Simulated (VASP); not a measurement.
# C: single point with PBE

C:

```
CELL_PARAMETERS angstrom
1.78574 -1.78574 0.00000
1.78574 0.00000 -1.78574
8.33344 6.54770 6.54770
ATOMIC_POSITIONS crystal
C 0.57638 0.57638 0.27087
C 0.96527 0.96527 0.10420
C 0.18749 0.18749 0.43753
C 0.40971 0.40971 0.77087
C 0.79860 0.79860 0.60420
C 0.02082 0.02082 0.93753
C 0.53471 0.53471 0.39587
C 0.92360 0.92360 0.22920
C 0.14582 0.14582 0.56253
C 0.36804 0.36804 0.89587
C 0.75693 0.75693 0.72920
C 0.31249 0.31249 0.06253
```

| Property | Result |
| --- | --- |
| Program | VASP 6.6.1 |
| Task | single point |
| Functional | PBE |
| Potentials or basis | VASP PAW PBE potentials, release 64 (C) |
| Cutoff | 520 eV |
| k mesh | 10 × 10 × 2 |
| Occupations | gaussian, width 0.05 eV |
| Spin | no spin polarisation |
| Dipole correction | no |
| Further INCAR settings | ALGO = Normal; EDIFF = 1e-07; NBANDS = 36; ISYM = 0 |

The pressure is 8.9 GPa. The largest force is 5.445 eV/Å. The band gap on the k mesh is zero (band 24 reaches 10.44 eV, above the bottom of band 25 at 9.88 eV).

Forces in eV/Å, atoms in the order of the input:
```
C   -0.157 -0.153 -0.153
C    0.206  0.208  0.208
C   -0.085 -0.080 -0.080
C   -0.655 -0.649 -0.649
C   -0.094 -0.088 -0.088
C   -3.147 -3.142 -3.142
C    0.094  0.088  0.088
C    0.655  0.649  0.649
C    0.085  0.080  0.080
C   -0.206 -0.208 -0.208
C    0.157  0.153  0.153
C    3.147  3.142  3.142
```

Stress tensor (GPa, compression positive):
```
 8.91 13.27 13.27
13.27  8.87 13.34
13.27 13.34  8.87
```

Levels at points of the mesh, in eV from the Fermi level:
| k point | band 20 | band 21 | band 22 | band 23 | band 24 | band 25 | band 26 | band 27 | band 28 | band 29 |
| --- | --- | --- | --- | --- | --- | --- | --- | --- | --- | --- |
| (0.00, 0.00, 0.00) | -0.79 | -0.79 | -0.70 | -0.70 | 0.33 | 4.83 | 5.41 | 5.41 | 6.02 | 6.15 |
| (0.50, 0.00, 0.00) | -5.06 | -4.29 | -3.64 | -3.53 | -0.31 | -0.21 | 4.24 | 4.49 | 5.27 | 5.80 |
| (0.00, 0.50, 0.00) | -5.06 | -4.29 | -3.64 | -3.53 | -0.31 | -0.21 | 4.24 | 4.49 | 5.27 | 5.80 |
| (0.50, 0.50, 0.00) | -4.47 | -4.31 | -3.74 | -3.24 | -0.29 | -0.23 | 4.16 | 4.82 | 4.83 | 5.41 |
| (0.00, 0.00, 0.50) | -1.35 | -1.35 | -0.58 | -0.45 | -0.45 | 5.18 | 5.43 | 5.43 | 5.90 | 5.90 |
| (0.50, 0.00, 0.50) | -4.47 | -4.31 | -3.74 | -3.24 | -0.29 | -0.23 | 4.16 | 4.82 | 4.83 | 5.41 |
| (0.00, 0.50, 0.50) | -4.47 | -4.31 | -3.74 | -3.24 | -0.29 | -0.23 | 4.16 | 4.82 | 4.83 | 5.41 |
| (0.50, 0.50, 0.50) | -5.06 | -4.29 | -3.63 | -3.53 | -0.31 | -0.21 | 4.24 | 4.49 | 5.27 | 5.80 |

It took 4.3 min on 1 thread of Intel Xeon 6975P-C, on a shared host, peak memory 0.29 GiB.

Caveat: forces of over 1 eV/Å act on the atoms, so gaps and moduli don't describe the material at rest.
